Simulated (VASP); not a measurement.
Write the native input for VASP 6.6.1 that does the following.

```yaml
Task: relaxation of cell and atoms
Functional: PBE
Potentials_or_basis: VASP PAW PBE potentials, release 64 (Mo_sv)
Cutoff: 600 eV
k_mesh: 18 × 18 × 18
Occupations: gaussian, width 0.1 eV
Spin: no spin polarisation
Dipole_correction: no
Further_INCAR_settings: ALGO = Normal; EDIFF = 1e-06; IBRION = 2; EDIFFG = -0.01; NSW = 80; ISIF = 3
```

The structure of Mo lies in POSCAR:

```
Mo
1.0
   -1.5817560469      1.5817560469      1.5817560469
    1.5817560469     -1.5817560469      1.5817560469
    1.5817560469      1.5817560469     -1.5817560469
Mo
1
Direct
    0.0000000000      0.0000000000      0.0000000000
```

The input as run:

INCAR

```
PREC = Accurate
ENCUT = 600
EDIFF = 1E-6
ISMEAR = 0
SIGMA = 0.1
LREAL = F
LASPH = T
NELM = 80
ALGO = Normal
ISIF = 3
LWAVE = F
LCHARG = F
GGA = PE
IBRION = 2
NSW = 80
EDIFFG = -0.01
```

KPOINTS

```
Automatic mesh
0
Gamma
  18 18 18
```

Potentials or basis: VASP PAW PBE potentials, release 64 (Mo_sv).

The run is started by

```console
$ cat potpaw_PBE.64/Mo_sv/POTCAR > POTCAR
$ mpirun -np 1 vasp_std > vasp.out
```

It gave:

```
Relaxed volume                        : 15.81 Å³/atom
Relaxed cell                          : a = 2.738 Å, b = 2.738 Å, c = 2.738 Å, α = 109.47°, β = 109.47°, γ = 109.47°
Space group after relaxing (to 0.1 Å) : Im-3m (No. 229)
Energy gained by relaxing             : 0.0 meV/atom
Ionic steps                           : 3
Pressure after relaxing               : 0.0 GPa
Band gap on the k mesh                : zero (bands 7 and 8 overlap by 5.26 eV)
```

It took 34 s on 1 thread of Intel(R) Xeon(R) Platinum 8488C (Sapphire Rapids), on a shared host, peak memory 0.18 GiB.
